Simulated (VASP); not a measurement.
Write the native input for VASP 6.6.1 that does the following.

* Task: single point
* Functional: LDA
* Potentials or basis: VASP PAW LDA potentials, release 64 (C)
* Cutoff: 600 eV
* k mesh: 12 × 12 × 12
* Occupations: gaussian, width 0.02 eV
* Spin: no spin polarisation
* Dipole correction: no
* Further INCAR settings: ALGO = Normal; EDIFF = 1e-06; NBANDS = 11

The structure of C lies in POSCAR:

```
C
1.0
    0.0000000000      1.7658688035      1.7658688035
    1.7658688035      0.0000000000      1.7658688035
    1.7658688035      1.7658688035      0.0000000000
C
2
Direct
    0.0000000000      0.0000000000      0.0000000000
    0.2500000000      0.2500000000      0.2500000000
```

These files were run (other wordings do the same):

INCAR

```
SYSTEM = C
PREC = Accurate
ENCUT = 600
EDIFF = 1E-6
ISMEAR = 0
SIGMA = 0.02
LREAL = .FALSE.
LASPH = .TRUE.
NELM = 120
ALGO = Normal
ISIF = 2
LWAVE = .FALSE.
LCHARG = .FALSE.
GGA = CA
NBANDS = 11
GGA_COMPAT = .FALSE.
```

KPOINTS

```
regular mesh
0
G
  12 12 12
  0 0 0
```

Potentials or basis: VASP PAW LDA potentials, release 64 (C).

Run with:

```bash
$ cat potpaw_LDA.64/C/POTCAR > POTCAR
$ mpirun -np 1 vasp_std > vasp.out
```

It gave:

```json
{
  "Pressure": "0.8 GPa",
  "Band gap on the k mesh": "4.20 eV, indirect (least direct gap 5.63 eV)"
}
```

Wall time 4.4 s on 1 thread of AMD EPYC 9R45 96-Core Processor (Zen 5), with other jobs on the host, peak memory 0.08 GiB.
